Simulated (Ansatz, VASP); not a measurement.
**NaI: VASP beside Ansatz**

POSCAR

```
NaI
1.0
    0.0000000000      3.6329190531      2.5684737705
    3.6329190531      0.0000000000      2.5684737705
    3.6329190531      3.6329190531      0.0000000000
Na I
1 1
Direct
    0.0000000000      0.0000000000      0.0000000000
    0.5000000000      0.5000000000      0.5000000000
```

INCAR.step1

```
PREC = Accurate
ENCUT = 520
ISMEAR = 0
SIGMA = 0.05
LREAL = False
LASPH = True
NELM = 100
NBANDS = 14
GGA = PE
ALGO = Normal
EDIFF = 1E-4
LWAVE = True
LCHARG = False
```

Contents of INCAR.step2:

```
PREC = Accurate
ENCUT = 520
EDIFF = 1E-6
ISMEAR = 0
SIGMA = 0.05
LREAL = False
LASPH = True
NELM = 100
ALGO = Normal
ISIF = 2
LWAVE = False
LCHARG = False
METAGGA = R2SCAN
LMIXTAU = True
NBANDS = 14
ISTART = 1
```

KPOINTS

```
Automatic mesh
0
Gamma
  8 8 8
```

Input for Ansatz:

```yaml
crystal:
  lattice:
    - [0.0, 3.6329190531, 2.5684737705]
    - [3.6329190531, 0.0, 2.5684737705]
    - [3.6329190531, 3.6329190531, 0.0]
  atoms:
    - { symbol: Na, position: [0.0, 0.0, 0.0] }
    - { symbol: I, position: [0.5, 0.5, 0.5] }
basis:
  ecutwfc: 500
kpoints:
  mp_grid: { grid: [8, 8, 8] }
hamiltonian:
  xc: r2scan
scf:
  occupations: { method: gaussian, width: 0.05 }
output:
  forces: true
  stress: true
  eigenvalues: true
```

Alike in both runs: task single point; functional r2SCAN; k mesh 8 × 8 × 8; occupations gaussian, width 0.05 eV; no spin polarisation.

```csv
,VASP,Ansatz
version,VASP 6.6.1,Ansatz 0.2.0
potentials or method,"VASP PAW PBE potentials, release 64 (Na_pv, I), cutoff 520 eV","scalar-relativistic, plane waves, PAW"
valence electrons in the cell,14,26
```

|  | VASP | Ansatz | Ansatz less VASP |
| --- | --- | --- | --- |
| gap on the k mesh at the Fermi level (eV) | 4.37 | 4.39 | +0.021 |
| least direct gap on the mesh (eV) | 4.37 | 4.39 | +0.021 |
| pressure (GPa) | 6.6 | 6.6 | 0.00 |
| traceless stress, the component that is largest in VASP (GPa) | 15.31 | 15.20 | -0.108 |

VASP's potentials were made for PBE, not for r2SCAN. VASP's potentials hold 14 valence electrons a cell and Ansatz's 26, so a difference there can come from the potentials and not from the codes.

Neither program's run includes spin-orbit coupling.
